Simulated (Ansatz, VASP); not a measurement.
## One calculation of AlN, two programs

Contents of INCAR:

```
SYSTEM = AlN
ALGO = Normal
EDIFF = 1E-6
ENCUT = 600
GGA = RE
GGA_COMPAT = .False.
ISIF = 2
ISMEAR = -1
IVDW = 13
LASPH = .True.
LCHARG = .False.
LREAL = .False.
LWAVE = .False.
NBANDS = 11
NELM = 120
PREC = Accurate
SIGMA = 0.05
```

KPOINTS

```
k-points
0
Gamma
  10 10 10
  0 0 0
```

The input POSCAR:

```
AlN
1.0
    0.0000000000      2.2268278375      2.2268278375
    2.2268278375      0.0000000000      2.2268278375
    2.2268278375      2.2268278375      0.0000000000
Al N
1 1
Direct
    0.0000000000      0.0000000000      0.0000000000
    0.2500000000      0.2500000000      0.2500000000
```

The input input.yaml:

```yaml
crystal:
  lattice:
    - [0.0, 2.2268278375, 2.2268278375]
    - [2.2268278375, 0.0, 2.2268278375]
    - [2.2268278375, 2.2268278375, 0.0]
  atoms:
    - { symbol: Al, position: [0.0, 0.0, 0.0] }
    - { symbol: "N", position: [0.25, 0.25, 0.25] }
hamiltonian:
  xc: revpbe
  pseudopotentials: { kind: paw }
  dispersion: d4
kpoints:
  mp_grid: { grid: [10, 10, 10] }
scf:
  occupations: { method: fermi_dirac, width: 0.05 }
output:
  forces: true
  stress: true
  eigenvalues: true
```

Alike in both runs: task single point; functional revPBE; dispersion D4; k mesh 10 × 10 × 10; occupations fermi-dirac, width 0.05 eV; no spin polarisation.

|  | VASP | Ansatz |
| --- | --- | --- |
| version | VASP 6.6.1 | Ansatz 0.2.0 |
| potentials or method | VASP PAW PBE potentials, release 64 (Al, N) | Ansatz PAW |
| plane-wave cutoff (eV) | 600 | 420 |
| valence electrons in the cell | 8 | 8 |

```csv
,VASP,Ansatz,Ansatz less VASP
gap on the k mesh at the Fermi level (eV),3.32,3.32,+0.003
least direct gap on the mesh (eV),3.72,3.70,-0.018
pressure (GPa),-13.2,-12.5,+0.65
```

VASP's potentials were made for PBE, not for revPBE.
